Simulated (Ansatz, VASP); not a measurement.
**Two plane-wave programs on In**

INCAR

```
SYSTEM = In
PREC     = Accurate       ! precision mode
ENCUT    = 520            ! plane-wave cutoff, eV
EDIFF    = 1E-6           ! SCF threshold, eV
ISMEAR   = 0              ! smearing method
SIGMA    = 0.15           ! smearing width, eV
LREAL    = .False.        ! projectors in reciprocal space
LASPH    = .True.         ! aspherical terms in the spheres
NELM     = 60             ! most SCF steps
ALGO     = Fast           ! electronic algorithm
ISIF     = 2              ! what is computed and relaxed
LWAVE    = .False.        ! write WAVECAR
LCHARG   = .False.        ! write CHGCAR
NBANDS   = 12             ! bands
```

KPOINTS

```
Automatic mesh
0
Gamma
  22 22 22
  0 0 0
```

Contents of POSCAR:

```
In
1.0
   -1.4696260693      1.4696260693      2.5011566073
    1.4696260693     -1.4696260693      2.5011566073
    1.4696260693      1.4696260693     -2.5011566073
In
1
Direct
    0.0000000000      0.0000000000      0.0000000000
```

Input for Ansatz:

```yaml
crystal:
  lattice:
    - [-1.4696260693, 1.4696260693, 2.5011566073]
    - [1.4696260693, -1.4696260693, 2.5011566073]
    - [1.4696260693, 1.4696260693, -2.5011566073]
  atoms:
    - { symbol: In, position: [0.0, 0.0, 0.0] }
basis:
  ecutwfc: 420
kpoints:
  mp_grid: { grid: [22, 22, 22] }
hamiltonian:
  xc: lda
  pseudopotentials: { kind: paw }
scf:
  occupations: { method: gaussian, width: 0.15 }
output:
  forces: true
  stress: true
  eigenvalues: true
```

Alike in both runs: task single point; functional LDA; k mesh 22 × 22 × 22; occupations gaussian, width 0.15 eV; no spin polarisation.

|  | VASP | Ansatz |
| --- | --- | --- |
| version | VASP 6.6.1 | Ansatz 0.2.0 |
| potentials or method | VASP PAW LDA potentials, release 64 (In_d), cutoff 520 eV | scalar-relativistic, plane waves, PAW |
| valence electrons in the cell | 13 | 13 |

|  | VASP | Ansatz | Ansatz less VASP |
| --- | --- | --- | --- |
| gap on the k mesh at the Fermi level (eV) | none | none | - |
| pressure (GPa) | 10.3 | 9.2 | -1.05 |
| traceless stress, the component that is largest in VASP (GPa) | -2.00 | -1.96 | +0.043 |

LDA's correlation is that of Perdew and Zunger in VASP and of Perdew and Wang (1992) in Ansatz. A gap of «none» marks a metal or a gap that the smearing closes.
